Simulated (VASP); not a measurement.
NiO:

```
Ni O
1.0
     0.00000    2.09131    2.09131
     2.09131    0.00000    2.09131
     2.09131    2.09131    0.00000
Ni O
1 1
Direct
  0.00000 0.00000 0.00000
  0.50000 0.50000 0.50000
```

Base run:

| Quantity | Value |
| --- | --- |
| Program | VASP 6.6.1 |
| Functional | PBE |
| Dispersion | D4 |
| Potentials or basis | VASP PAW PBE potentials, release 64 (Ni, O) |
| Cutoff | 600 eV |
| k mesh | 10 × 10 × 10 |
| Occupations | gaussian, width 0.05 eV |
| Spin | collinear spin, ferromagnetic start |
| Starting moments | [1.89, 0.0] μB |
| Hubbard terms | Ni d U = 6.2 eV |

Its results: band gap on the k mesh 2.53 eV (least direct gap 3.17 eV); pressure -2.7 GPa; net moment 2.00 μB per cell; site moments Ni +1.82; O +0.17 μB.

Task: The run is repeated on the same cell with these changes: dispersion from D4 to D3(BJ). What comes out?

Result: Band gap on the k mesh 2.53 eV (least direct gap 3.17 eV); pressure -1.8 GPa; net moment 2.00 μB per cell; site moments Ni +1.82; O +0.17 μB.

Caveats: a cell with one magnetic atom can't hold antiferromagnetic order, which such compounds often take; three body term missing (at least some runs).

A k mesh can miss the band edges.
